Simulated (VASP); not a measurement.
Write the native input for VASP 6.6.1 that does the following.

| Quantity | Value |
| --- | --- |
| Task | single point |
| Functional | r2SCAN |
| Potentials or basis | VASP PAW PBE potentials, release 64 (S, Mg) |
| Cutoff | 520 eV |
| k mesh | 8 × 8 × 8 |
| Occupations | fermi-dirac, width 0.05 eV |
| Spin | no spin polarisation |
| Dipole correction | no |
| Further INCAR settings | ALGO = Normal; EDIFF = 1e-06; NBANDS = 11 |

The system is MgS.

```
CELL_PARAMETERS angstrom
0.00000 2.87040 2.87040
2.87040 0.00000 2.87040
2.87040 2.87040 0.00000
ATOMIC_POSITIONS crystal
S 0.25000 0.25000 0.25000
Mg 0.00000 0.00000 0.00000
```

One way to write it, as run:

POSCAR

```
MgS
1.0
    0.0000000000      2.8704022176      2.8704022176
    2.8704022176      0.0000000000      2.8704022176
    2.8704022176      2.8704022176      0.0000000000
S Mg
1 1
Direct
    0.2500000000      0.2500000000      0.2500000000
    0.0000000000      0.0000000000      0.0000000000
```

INCAR.step1

```
SYSTEM = MgS
  PREC = Accurate
  ENCUT = 520
  ISMEAR = -1
  SIGMA = 0.05
  LREAL = .False.
  LASPH = .True.
  NELM = 80
  NBANDS = 11
  GGA = PE
  ALGO = Normal
  EDIFF = 1E-4
  LWAVE = .True.
  LCHARG = .False.
```

INCAR.step2

```
SYSTEM = MgS
  PREC = Accurate
  ENCUT = 520
  EDIFF = 1E-6
  ISMEAR = -1
  SIGMA = 0.05
  LREAL = .False.
  LASPH = .True.
  NELM = 80
  ALGO = Normal
  ISIF = 2
  LWAVE = .False.
  LCHARG = .False.
  METAGGA = R2SCAN
  LMIXTAU = .True.
  NBANDS = 11
  ISTART = 1
```

KPOINTS

```
Automatic mesh
0
Gamma
  8 8 8
  0 0 0
```

Potentials or basis: VASP PAW PBE potentials, release 64 (S, Mg).

Command:

```sh
$ cat potpaw_PBE.64/S/POTCAR potpaw_PBE.64/Mg/POTCAR > POTCAR
$ cp INCAR.step1 INCAR
$ mpirun -np 1 vasp_std > vasp.out
$ cp INCAR.step2 INCAR
$ mpirun -np 1 vasp_std > vasp.out
```

Results of the run:

| Item | Value |
| --- | --- |
| Pressure | -2.6 GPa |
| Band gap on the k mesh | 3.91 eV, direct |

Caveat: the PAW data sets were made with another functional, which shifts forces and pressure a little.

Wall time 45 s on 1 thread of Intel(R) Xeon(R) Platinum 8488C (Sapphire Rapids), with other jobs on the host, peak memory 0.17 GiB.
